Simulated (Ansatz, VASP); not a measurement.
## One calculation of HfO2, two programs

```
CELL_PARAMETERS angstrom
3.58743 0.00000 0.00000
0.00000 3.58743 0.00000
0.00000 0.00000 5.21460
ATOMIC_POSITIONS crystal
Hf 0.50000 0.50000 0.50000
Hf 0.00000 0.00000 0.00000
O 0.00000 0.50000 0.69721
O 0.50000 0.00000 0.80279
O 0.50000 0.00000 0.30279
O 0.00000 0.50000 0.19721
```

Alike in both runs: task single point; functional PBE; dispersion D3(BJ); k mesh 6 × 6 × 4; no spin polarisation.

|  | VASP | Ansatz |
| --- | --- | --- |
| version | VASP 6.6.1 | Ansatz 0.2.0 |
| potentials or method | VASP PAW PBE potentials, release 64 (Hf_pv, O), cutoff 520 eV | plane waves, PAW |
| occupations | gaussian, width 0.01 eV | fixed |
| valence electrons in the cell | 44 | 76 |

|  | VASP | Ansatz | Ansatz less VASP |
| --- | --- | --- | --- |
| pressure (GPa) | -3.3 | 0.0 | +3.30 |
| traceless stress, the component that is largest in VASP (GPa) | 0.05 | -0.05 | -0.099 |

VASP's potentials hold 44 valence electrons a cell and Ansatz's 76, so a difference there can come from the potentials and not from the codes.

Spin-orbit coupling is off throughout.
